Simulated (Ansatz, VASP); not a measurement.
**Two plane-wave programs on Ta3Ag**

```
Ta Ag
1.0
     4.15783    0.00000    0.00000
     0.00000    4.15783    0.00000
     0.00000    0.00000    4.15783
Ta Ag
3 1
Direct
  0.00000 0.50000 0.50000
  0.50000 0.00000 0.50000
  0.50000 0.50000 0.00000
  0.00000 0.00000 0.00000
```

Alike in both runs: functional PBE; k mesh 4 × 4 × 4; occupations gaussian, width 0.1 eV; no spin polarisation.

Ansatz relaxed the structure, and its values are those at the end. VASP's run is a single point on that final structure, the one shown.

|  | VASP | Ansatz |
| --- | --- | --- |
| version | VASP 6.6.1 | Ansatz 0.2.0 |
| potentials or method | VASP PAW PBE potentials, release 64 (Ta_pv, Ag), cutoff 500 eV | scalar-relativistic, plane waves, PAW |
| valence electrons in the cell | 44 | 58 |

|  | VASP | Ansatz | Ansatz less VASP |
| --- | --- | --- | --- |
| gap on the k mesh at the Fermi level (eV) | none | none | - |
| pressure (GPa) | 0.0 | 0.0 | +0.03 |

A gap of «none» marks a metal or a gap that the smearing closes. VASP's potentials hold 44 valence electrons a cell and Ansatz's 58, so a difference there can come from the potentials and not from the codes.

The k mesh is coarse, so the values compare programs but aren't converged. Spin-orbit coupling is off throughout.
